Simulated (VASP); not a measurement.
## ZrO2: single point with PBEsol

The system is ZrO2.

```
Zr O
1.0
     3.59610    0.00000    0.00000
     0.00000    3.59610    0.00000
     0.00000    0.00000    5.17700
Zr O
2 4
Direct
  0.50000 0.50000 0.50000
  0.00000 0.00000 0.00000
  0.50000 0.00000 0.79700
  0.50000 0.00000 0.29700
  0.00000 0.50000 0.70300
  0.00000 0.50000 0.20300
```

| Quantity | Value |
| --- | --- |
| Program | VASP 6.6.1 |
| Task | single point |
| Functional | PBEsol |
| Potentials or basis | VASP PAW PBE potentials, release 64 (Zr_sv, O) |
| Cutoff | 600 eV |
| k mesh | 5 × 5 × 4 |
| Occupations | fermi-dirac, width 0.05 eV |
| Spin | non-collinear spin, zero start, spin-orbit coupling |
| Starting moments | [[0.0, 0.0, 0.0], [0.0, 0.0, 0.0], [0.0, 0.0, 0.0], [0.0, 0.0, 0.0], [0.0, 0.0, 0.0], [0.0, 0.0, 0.0]] μB |
| Dipole correction | no |
| Further INCAR settings | ALGO = Normal; EDIFF = 1e-06; NBANDS = 64 |

```
Pressure                                              : -1.7 GPa
Largest force                                         : 0.034 eV/Å
Net moment                                            : 0.00 μB per cell
Valence electrons inside the program's atomic spheres : Zr 9.62; O 5.08
```

Forces on the atoms (eV/Å):
```
Zr   0.000  0.000  0.000
Zr   0.000  0.000  0.000
O    0.000  0.000  0.034
O    0.000  0.000  0.034
O    0.000  0.000 -0.034
O    0.000  0.000 -0.034
```

Stress tensor (GPa, compression positive):
```
-1.97  0.00  0.00
 0.00 -1.97  0.00
 0.00  0.00 -1.13
```

Moments on the atoms (μB; x, y, z):
```
Zr  0.00 0.00 0.00
Zr  0.00 0.00 0.00
O   0.00 0.00 0.00
O   0.00 0.00 0.00
O   0.00 0.00 0.00
O   0.00 0.00 0.00
```

Run time: 5.6 min on 1 thread of Oxide Virtual Turin-like Processor (shared host), peak memory 0.37 GiB.

Caveat: the PAW data sets were made with another functional, which shifts forces and pressure a little.
